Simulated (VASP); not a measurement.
A run of VASP 6.6.1 is set up as follows.

File INCAR:

```
ALGO     = Normal         # electronic algorithm
EDIFF    = 1E-7           # SCF threshold, eV
ENCUT    = 520            # plane-wave cutoff, eV
GGA      = PE             # functional
ISIF     = 2              # what is computed and relaxed
ISMEAR   = 0              # smearing method
LASPH    = True           # aspherical terms in the spheres
LCHARG   = True           # write CHGCAR
LELF     = True           # ELF
LREAL    = False          # projectors in reciprocal space
LVHAR    = True         
LWAVE    = False          # write WAVECAR
NBANDS   = 16             # bands
NELM     = 100            # most SCF steps
PREC     = Accurate       # precision mode
SIGMA    = 0.1            # smearing width, eV
```

KPOINTS

```
k-points
0
Gamma
  12 12 8
```

Contents of POSCAR:

```
RbSi2
1.0
    3.9184740885      0.0000000000      0.0000000000
   -1.9592370443      3.3934981047      0.0000000000
    0.0000000000      0.0000000000      5.8399493161
Rb Si
1 2
Direct
    0.0000000000      0.0000000000      0.0000000000
    0.3333333333      0.6666666667      0.4478767064
    0.6666666667      0.3333333333      0.5521232936
```

Potentials or basis: VASP PAW PBE potentials, release 64 (Rb_sv, Si).

Run with:

```console
$ cat potpaw_PBE.64/Rb_sv/POTCAR potpaw_PBE.64/Si/POTCAR > POTCAR
$ mpirun -np 1 vasp_std > vasp.out
```

**Question.** Estimate the largest force.

**Answer.** 0.005 eV/Å.

**Question.** What does it give for the pressure?

**Answer.** 2.5 GPa.

**Question.** Predict the band gap on the k mesh.

**Answer.** Zero (an odd number of electrons rules out a gap without spin polarisation).

Forces in eV/Å, atoms in the order of the input:
```
Rb   0.000  0.000  0.000
Si   0.000  0.000  0.005
Si   0.000  0.000 -0.005
```
